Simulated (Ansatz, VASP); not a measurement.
## Zn2SiN3 in VASP and in Ansatz

```xyz
6
Lattice="5.3138 0.0000 0.0000 -2.6569 4.6019 0.0000 0.0000 0.0000 2.8638" Properties=species:S:1:pos:R:3 pbc="T T T"
Zn    0.0000    3.0679    0.0000
Zn    2.6569    1.5340    0.0000
Si    0.0000    0.0000    0.0000
N     2.6569    0.0000    1.4319
N    -1.3285    2.3010    1.4319
N     1.3285    2.3010    1.4319
```

Change from the starting cell: species swapped into the YCo3Ni2 type (P6/mmm, No. 191).

Alike in both runs: functional PBE; k mesh 12 × 12 × 14; occupations gaussian, width 0.1 eV; no spin polarisation.

Ansatz relaxed the structure, and its values are those at the end. VASP's run is a single point on that final structure, the one shown.

|  | VASP | Ansatz |
| --- | --- | --- |
| version | VASP 6.6.1 | Ansatz 0.2.0 |
| potentials or method | VASP PAW PBE potentials, release 64 (Zn, Si, N), cutoff 520 eV | scalar-relativistic, plane waves, PAW |
| valence electrons in the cell | 43 | 43 |

|  | VASP | Ansatz | Ansatz less VASP |
| --- | --- | --- | --- |
| gap on the k mesh at the Fermi level (eV) | none | none | - |
| pressure (GPa) | 0.7 | 0.0 | -0.69 |

A gap of «none» marks a metal or a gap that the smearing closes. With one functional, cell and mesh, what is left measures potentials, basis and numerics.
